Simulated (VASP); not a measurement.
Write the native input for VASP 6.6.1 that does the following.

```yaml
Task: single point
Functional: LDA
Potentials_or_basis: VASP PAW LDA potentials, release 64 (Mg, Zn, O)
Cutoff: 520 eV
k_mesh: 12 × 12 × 4
Occupations: fermi-dirac, width 0.02 eV
Spin: no spin polarisation
Dipole_correction: no
Further_INCAR_settings: ALGO = Normal; EDIFF = 1e-06; NBANDS = 31
```

The structure of MgZn2O3 lies in POSCAR:

```
MgZn2O3
1.0
    2.9716837034      0.0000000000      0.0000000000
   -1.4858418517      2.5735535792      0.0000000000
    0.0000000000      0.0000000000      7.2411663137
Mg Zn O
1 2 3
Direct
    0.0000000000      0.0000000000      0.0000000000
    0.3333333333      0.6666666667      0.6683977606
    0.6666666667      0.3333333333      0.3316022394
    0.3333333333      0.6666666667      0.1617480778
    0.6666666667      0.3333333333      0.8382519222
    0.0000000000      0.0000000000      0.5000000000
```

The input as run:

INCAR

```
SYSTEM = MgZn2O3
  ALGO = Normal
  EDIFF = 1E-6
  ENCUT = 520
  GGA = CA
  ISIF = 2
  ISMEAR = -1
  LASPH = .True.
  LCHARG = .True.
  LELF = .True.
  LREAL = .False.
  LVHAR = .True.
  LWAVE = .False.
  NBANDS = 31
  NELM = 100
  PREC = Accurate
  SIGMA = 0.02
```

KPOINTS

```
k-points
0
Gamma
  12 12 4
  0 0 0
```

Potentials or basis: VASP PAW LDA potentials, release 64 (Mg, Zn, O).

Command:

```console
$ cat potpaw_LDA.64/Mg/POTCAR potpaw_LDA.64/Zn/POTCAR potpaw_LDA.64/O/POTCAR > POTCAR
$ mpirun -np 1 vasp_std > vasp.out
```

It gave:

```yaml
Pressure: 0.2 GPa
Largest_force: 0.092 eV/Å
Band_gap_on_the_k_mesh: 2.14 eV
```

Run time: 78 s on 1 thread of AMD EPYC 9R45 96-Core Processor (Zen 5), on a shared host, peak memory 0.2 GiB.
